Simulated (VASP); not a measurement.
A run of VASP 6.6.1 is set up as follows.

INCAR

```
SYSTEM = SnH2
  PREC = Accurate
  ENCUT = 520
  EDIFF = 1E-7
  ISMEAR = 0
  SIGMA = 0.01
  LREAL = .False.
  LASPH = .True.
  NELM = 60
  ALGO = Normal
  ISIF = 2
  LWAVE = .False.
  LCHARG = .True.
  GGA = PE
  LELF = .True.
  LVHAR = .True.
  NBANDS = 25
```

Contents of KPOINTS:

```
Automatic mesh
0
Gamma
  10 10 10
  0 0 0
```

POSCAR

```
SnH2
1.0
   -2.4877681512      2.4877681512      3.4464650713
    2.4877681512     -2.4877681512      3.4464650713
    2.4877681512      2.4877681512     -3.4464650713
Sn H
2 4
Direct
    0.7500000000      0.2500000000      0.5000000000
    0.0000000000      0.0000000000      0.0000000000
    0.4447367828      0.4447367828      0.0000000000
    0.1947367828      0.6947367828      0.5000000000
    0.3052632172      0.8052632172      0.5000000000
    0.5552632172      0.5552632172      0.0000000000
```

Potentials or basis: VASP PAW PBE potentials, release 64 (Sn_d, H).

Command:

```sh
$ cat potpaw_PBE.64/Sn_d/POTCAR potpaw_PBE.64/H/POTCAR > POTCAR
$ mpirun -np 1 vasp_std > vasp.out
```

(1) What does it give for the band gap on the k mesh?

(2) Estimate the pressure.

(3) What does it give for the largest force?

## Answers

(1) 0.04 eV.

(2) -0.1 GPa.

(3) 0.007 eV/Å.

Caveat: spin-orbit coupling is left out, which moves the levels of the heavy elements.
